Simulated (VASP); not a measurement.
# InAs (Fm-3m) in VASP: further runs, part 3 of 3

VASP 6.6.1.

## 5. Single point, PBEsol

This run uses another cell than the first one, of 18.99 Å³/atom.

Contents of INCAR:

```
PREC = Accurate
ENCUT = 500
EDIFF = 1E-6
ISMEAR = 0
SIGMA = 0.1
LREAL = False
LASPH = True
NELM = 120
ALGO = Normal
ISIF = 2
LWAVE = False
LCHARG = True
GGA = PS
LELF = True
LVHAR = True
NBANDS = 16
GGA_COMPAT = False
```

Contents of KPOINTS:

```
regular mesh
0
Gamma
  14 14 14
```

Contents of POSCAR:

```
InAs
1.0
    0.0000000000      2.6678851039      2.6678851039
    2.6678851039      0.0000000000      2.6678851039
    2.6678851039      2.6678851039      0.0000000000
In As
1 1
Direct
    0.5000000000      0.5000000000      0.5000000000
    0.0000000000      0.0000000000      0.0000000000
```

Potentials or basis: VASP PAW PBE potentials, release 64 (In_d, As).

Started as:

```console
$ cat potpaw_PBE.64/In_d/POTCAR potpaw_PBE.64/As/POTCAR > POTCAR
$ mpirun -np 1 vasp_std > vasp.out
```

OUTCAR:

```text
PREC = Accurate
   ENCUT = 500
   EDIFF = 1E-6
   ISMEAR = 0
   LREAL = False
   LASPH = True
   NELM = 120
   ISIF = 2
   GGA = PS

 ion  position               nearest neighbor table
   1  0.500  0.500  0.500-   2 2.67   2 2.67   2 2.67   2 2.67   2 2.67   2 2.67
   2  0.000  0.000  0.000-   1 2.67   1 2.67   1 2.67   1 2.67   1 2.67   1 2.67

  LATTYP: Found a face centered cubic cell.
 ALAT       =     5.3357702078

  Lattice vectors:

 A1 = (   0.0000000000,   2.6678851039,   2.6678851039)
 A2 = (   2.6678851039,   0.0000000000,   2.6678851039)
 A3 = (   2.6678851039,   2.6678851039,   0.0000000000)

Analysis of symmetry for initial positions (statically):
=====================================================================
 Subroutine PRICEL returns:
 Original cell was already a primitive cell.

 Routine SETGRP: Setting up the symmetry group for a
 face centered cubic supercell.

 Subroutine GETGRP returns: Found 48 space group operations
 (whereof 48 operations were pure point group operations)
 out of a pool of 48 trial point group operations.

The static configuration has the point symmetry O_h .

Analysis of symmetry for dynamics (positions and initial velocities):
=====================================================================
 Subroutine PRICEL returns:
 Original cell was already a primitive cell.

 Routine SETGRP: Setting up the symmetry group for a
 face centered cubic supercell.

 Subroutine GETGRP returns: Found 48 space group operations
 (whereof 48 operations were pure point group operations)
 out of a pool of 48 trial point group operations.

The dynamic configuration has the point symmetry O_h .

 Subroutine INISYM returns: Found 48 space group operations
 (whereof 48 operations are pure point group operations),
 and found     1 'primitive' translations

----------------------------------------------------------------------------------------

                                     Primitive cell

  volume of cell :      37.9779

  direct lattice vectors                    reciprocal lattice vectors
     0.000000000  2.667885104  2.667885104    -0.187414368  0.187414368  0.187414368
     2.667885104  0.000000000  2.667885104     0.187414368 -0.187414368  0.187414368
     2.667885104  2.667885104  0.000000000     0.187414368  0.187414368 -0.187414368

  length of vectors
     3.772959297  3.772959297  3.772959297     0.324611207  0.324611207  0.324611207

  position of ions in fractional coordinates (direct lattice)
     0.500000000  0.500000000  0.500000000
     0.000000000  0.000000000  0.000000000

  ion indices of the primitive-cell ions
   primitive index   ion index
                 1           1
                 2           2

----------------------------------------------------------------------------------------

 KPOINTS: regular mesh

Automatic generation of k-mesh.
 Grid dimensions read from file:
 generate k-points for:   14   14   14

 Generating k-lattice:

  Cartesian coordinates                     Fractional coordinates (reciprocal lattice)
    -0.013386741  0.013386741  0.013386741     0.071428571  0.000000000  0.000000000
     0.013386741 -0.013386741  0.013386741     0.000000000  0.071428571  0.000000000
     0.013386741  0.013386741 -0.013386741     0.000000000  0.000000000  0.071428571

  Length of vectors
     0.023186515  0.023186515  0.023186515

  Shift w.r.t. Gamma in fractional coordinates (k-lattice)
     0.000000000  0.000000000  0.000000000

 Subroutine IBZKPT returns following result:
 ===========================================

 Found    104 irreducible k-points:

 Following reciprocal coordinates:
            Coordinates               Weight
  0.000000  0.000000  0.000000      1.000000
  0.071429  0.000000  0.000000      8.000000
  0.142857  0.000000  0.000000      8.000000
  0.214286  0.000000  0.000000      8.000000
  0.285714  0.000000  0.000000      8.000000
  0.357143  0.000000  0.000000      8.000000
[... 16 lines left out ...]
  0.214286  0.142857  0.000000     24.000000
  0.285714  0.142857  0.000000     24.000000
 [... further k-points ...]
   k-points           NKPTS =    104   k-points in BZ     NKDIM =    104   number of bands    NBANDS=     16
   number of dos      NEDOS =    301   number of ions     NIONS =      2
   total plane-waves  NPLWV =  21952
   dimension x,y,z NGX =    28 NGY =   28 NGZ =   28
   dimension x,y,z NGXF=    56 NGYF=   56 NGZF=   56
   ions per type =               1   1
   NGX,Y,Z   is equivalent  to a cutoff of  12.34, 12.34, 12.34 a.u.
   NGXF,Y,Z  is equivalent  to a cutoff of  24.67, 24.67, 24.67 a.u.
 SYSTEM =  unknown system
   PREC   = accura    normal or accurate (medium, high low for compatibility)
   ISTART =      0    job   : 0-new  1-cont  2-samecut
   ICHARG =      2    charge: 1-file 2-atom 10-const
   ISPIN  =      1    spin polarized calculation?
   LNONCOLLINEAR =      F non collinear calculations
   LSORBIT =      F    spin-orbit coupling
   LASPH  =      T    aspherical Exc in radial PAW
   ENCUT  =  500.0 eV  36.75 Ry    6.06 a.u.   6.88  6.88  6.88*2*pi/ulx,y,z
   NELM   =    120;   NELMIN=  2; NELMDL= -5     # of ELM steps
   EDIFF  = 0.1E-05   stopping-criterion for ELM
   LREAL  =      F    real-space projection
   EDIFFG = 0.1E-04   stopping-criterion for IOM
   NSW    =      0    number of steps for IOM
   IBRION =     -1    ionic relax: 0-MD 1-quasi-New 2-CG
   NFREE  =      0    steps in history (QN), initial steepest desc. (CG)
   ISIF   =      2    stress and relaxation
   ISYM   =      2    0-nonsym 1-usesym 2-fastsym
   POTIM  = 0.5000    time-step for ionic-motion
   TEBEG  =    0.0;   TEEND  =   0.0 temperature during run
   PSTRESS=    0.0 pullay stress
   NELECT =      18.0000    total number of electrons
   NUPDOWN=      -1.0000    fix difference up-down
   EMIN   =  10.00;   EMAX   =-10.00  energy-range for DOS
   EFERMI =   0.00;   METHOD = LEGACY
   ISMEAR =     0;   SIGMA  =   0.10  broadening in eV -4-tet -1-fermi 0-gaus
   EFERMI_NEDOS =   21; number of points for ismear=-14 and -15
   IALGO  =     38    algorithm
   IMIX   =      4    mixing-type and parameters
     AMIX     =   0.40;   BMIX     =  1.00
     AMIX_MAG =   1.60;   BMIX_MAG =  1.00
  volume/ion in A,a.u.               =      18.99       128.14
  Fermi-wavevector in a.u.,A,eV,Ry     =   1.276405  2.412056 22.166749  1.629210
  Thomas-Fermi vector in A             =   2.409063
   LORBIT       =      0    0 simple, 1 ext, 2 COOP (PROOUT), +10 PAW based schemes
   GGA     = PS    functional components
   LHFCALC =     F    Hartree Fock is set to
   AEXX    =    0.0000 exact exchange contribution
   IVDW    =     0    specifies the selected vdW correction
   LEPSILON=     F    determine dielectric tensor
   LRPA    =     F    only Hartree local field effects (RPA)
 non-spin polarized calculation
 Gauss-broadening in eV      SIGMA  =   0.10
  energy-cutoff  :      500.00
  volume of cell :       37.98
 maximum number of plane-waves:       982
   NGX = 13   NGY = 13   NGZ = 13

 number of electron      17.9999993 magnetization

 Free energy of the ion-electron system (eV)
  ---------------------------------------------------
  ext. energy  EPLUGINS =         0.00000000
  ---------------------------------------------------
  free energy    TOTEN  =        -7.85258579 eV

  energy without entropy =       -7.84751939  energy(sigma->0) =       -7.85005259

 E-fermi :   8.5534     XC(G=0): -11.3138

 val. band max:        8.5300166624   @ k =   0.2857   0.1429   0.0714
 cond. band min:       8.5724378187   @ k =   0.3571   0.1429   0.0714
 fundamental gap:      0.0424211563
 Fermi energy:         8.5533916389

 k-point     1 :       0.0000    0.0000    0.0000
  band No.  band energies     occupation
      1      -6.0496      2.00000
      2      -6.0496      2.00000
      3      -6.0175      2.00000
      4      -6.0175      2.00000
      5      -6.0175      2.00000
      6      -5.3093      2.00000
[... 8 lines left out ...]
     15      17.2474      0.00000
     16      17.2474      0.00000
[... 419 lines left out ...]
 k-point    24 :       0.2857    0.1429    0.0000
  band No.  band energies     occupation
      1      -6.2272      2.00000
      2      -6.0595      2.00000
      3      -6.0418      2.00000
      4      -5.9655      2.00000
      5      -5.9406      2.00000
      6      -4.1703      2.00000
[... 8 lines left out ...]
     15      19.1427      0.00000
     16      19.5406      0.00000

 [... further k-points ...]

------------------------ aborting loop because EDIFF is reached ----------------------------------------

  FORCE on cell =-STRESS in cart. coord.  units (eV):
  Direction    XX          YY          ZZ          XY          YZ          ZX
  --------------------------------------------------------------------------------------
  -------------------------------------------------------------------------------------
  Total        4.5392809      4.5392809      4.5392809     -0.0000000      0.0000000     -0.0000000
  in kB      191.4988996    191.4988996    191.4988996     -0.0000000      0.0000000     -0.0000000
  external PRESSURE =     191.4988996 kB  Pullay stress =       0.0000000 kB

 VOLUME and BASIS-vectors are now :
 -----------------------------------------------------------------------------
  energy-cutoff  :      500.00
  volume of cell :       37.98
      direct lattice vectors                 reciprocal lattice vectors
     0.000000000  2.667885104  2.667885104    -0.187414368  0.187414368  0.187414368
     2.667885104  0.000000000  2.667885104     0.187414368 -0.187414368  0.187414368
     2.667885104  2.667885104  0.000000000     0.187414368  0.187414368 -0.187414368

 POSITION                                       TOTAL-FORCE (eV/Angst)
 -----------------------------------------------------------------------------------
      2.66789      2.66789      2.66789         0.000000     -0.000000      0.000000
      0.00000      0.00000      0.00000         0.000000      0.000000     -0.000000
 -----------------------------------------------------------------------------------
    total drift:                                0.000000      0.000000      0.000000

  FREE ENERGIE OF THE ION-ELECTRON SYSTEM (eV)
  ---------------------------------------------------
  free  energy   TOTEN  =        -7.8525857948 eV

  energy  without entropy=       -7.8475193941  energy(sigma->0) =       -7.85005259
```

stdout:

```text
POSCAR found type information on POSCAR InAs
 POSCAR found :  2 types and       2 ions
 scaLAPACK will be used
 -----------------------------------------------------------------------------
|                                                                             |
|                                                                             |
|     You enforced a specific xc type in the INCAR file but a different       |
|     I HOPE YOU KNOW WHAT YOU ARE DOING!                                     |
|                                                                             |
 -----------------------------------------------------------------------------

 LDA part: xc-table for (Slater+PW92), standard interpolation
 POSCAR, INCAR and KPOINTS ok, starting setup
 FFT: planning ... GRIDC
 FFT: planning ... GRID_SOFT
 FFT: planning ... GRID
 WAVECAR not read
 entering main loop
```

It took 30 s on 1 thread of AMD EPYC 9R45 (Zen 5), shared host; peak memory 0.17 GiB.

What came out:

```yaml
Free_energy: -7.8526 eV
Pressure: 19.1 GPa
Band_gap_on_the_k_mesh: zero (bands 9 and 10 overlap by 3.26 eV)
```

Caveat: the cell stands under pressure; the PAW data sets were made with another functional, which shifts forces and pressure a little; spin-orbit coupling is left out, which moves the levels of the heavy elements.

## 6. Summary

```csv
cell,k mesh,gap on the mesh (eV),pressure (GPa)
"a = 4.069 Å, angles 60.0°, 2 atoms",6 × 6 × 6,none,-3.2
"a = 3.828 Å, angles 60.0°, 2 atoms",12 × 12 × 12,none,12.9
"a = 3.725 Å, angles 60.0°, 2 atoms",14 × 14 × 14,none,25.5
"a = 3.773 Å, angles 60.0°, 2 atoms",14 × 14 × 14,none,19.1
```

Alike in all rows: task single point; level PBEsol; potentials or basis VASP PAW PBE potentials, release 64 (In_d, As); no spin polarisation; cutoff (eV) 500; smearing gaussian 0.1 eV.

Caveats: the PAW data sets were made with another functional, which shifts forces and pressure a little; spin-orbit coupling is left out, which moves the levels of the heavy elements; the cell stands under pressure (at least some runs); the cell stands under tension (at least some runs).

Total energies depend on the potentials used, so only differences within one code and one set of settings carry meaning.

The gap in the log of VASP goes by the Fermi energy; the results here count the filled bands.